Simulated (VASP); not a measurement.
**YHSe: relaxation of cell and atoms with LDA**

YHSe:

```xyz
3
Lattice="3.7637 0.0000 0.0000 -1.8819 3.2595 0.0000 0.0000 0.0000 3.8146" Properties=species:S:1:pos:R:3 pbc="T T T"
Y     0.0000    0.0000    0.0000
H     0.0000    2.1730    0.0000
Se    1.8819    1.0865    1.9073
```

```json
{
  "Program": "VASP 6.6.1",
  "Task": "relaxation of cell and atoms",
  "Functional": "LDA",
  "Potentials or basis": "VASP PAW LDA potentials, release 64 (Y_sv, H, Se)",
  "Cutoff": "500 eV",
  "k mesh": "9 × 9 × 8",
  "Occupations": "gaussian, width 0.01 eV",
  "Spin": "no spin polarisation",
  "Target pressure": "12 GPa",
  "Dipole correction": "no",
  "Further INCAR settings": "ALGO = Normal; EDIFF = 1e-07; IBRION = 2; EDIFFG = -0.001; NSW = 80; ISIF = 3"
}
```

```
Relaxed volume                                             : 14.12 Å³/atom
Relaxed cell                                               : a = 3.641 Å, b = 3.641 Å, c = 3.690 Å, α = 90.00°, β = 90.00°, γ = 120.00°
Space group after relaxing (to 0.1 Å)                      : P-6m2 (No. 187)
Energy change on relaxing (the run minimises the enthalpy) : +51.3 meV/atom
Ionic steps                                                : 7
Pressure after relaxing                                    : 12.0 GPa
Band gap on the k mesh                                     : 1.30 eV (least direct gap 1.62 eV)
```

The path:
```tsv
step	energy change (eV)	largest force (eV/Å)	pressure (GPa)	volume (Å³)
1	0.0000	0.0000	0.09	46.80
2	0.4844	0.0000	24.12	39.37
3	0.1513	0.0000	11.89	42.40
4	0.1577	0.0000	12.17	42.31
5	0.1513	0.0000	11.88	42.40
6	0.1538	0.0000	12.00	42.36
7	0.1538	0.0000	12.00	42.36
```

Final structure:
```
CELL_PARAMETERS angstrom
3.64078 0.00000 0.00000
-1.82039 3.15301 0.00000
0.00000 0.00000 3.69043
ATOMIC_POSITIONS crystal
Y 0.00000 0.00000 0.00000
H 0.33333 0.66667 0.00000
Se 0.66667 0.33333 0.50000
```

Levels at points of the mesh, in eV from the valence-band top:
| k point | band 7 | band 8 | band 9 | band 10 | band 11 | band 12 |
| --- | --- | --- | --- | --- | --- | --- |
| (0.00, 0.00, 0.00) | -1.92 | -1.92 | -1.70 | 1.30 | 4.27 | 4.27 |
| (0.00, 0.00, 0.50) | -1.38 | -1.38 | 0.00 | 1.62 | 1.62 | 3.83 |

It took 66 s on 1 thread of Intel(R) Xeon(R) 6975P-C (Granite Rapids), with other jobs on the host, peak memory 0.2 GiB.

Caveat: the cell is relaxed towards a set pressure, so the run minimises the enthalpy, not the energy; an odd mesh through Γ misses points on the zone boundary, where band edges can lie.
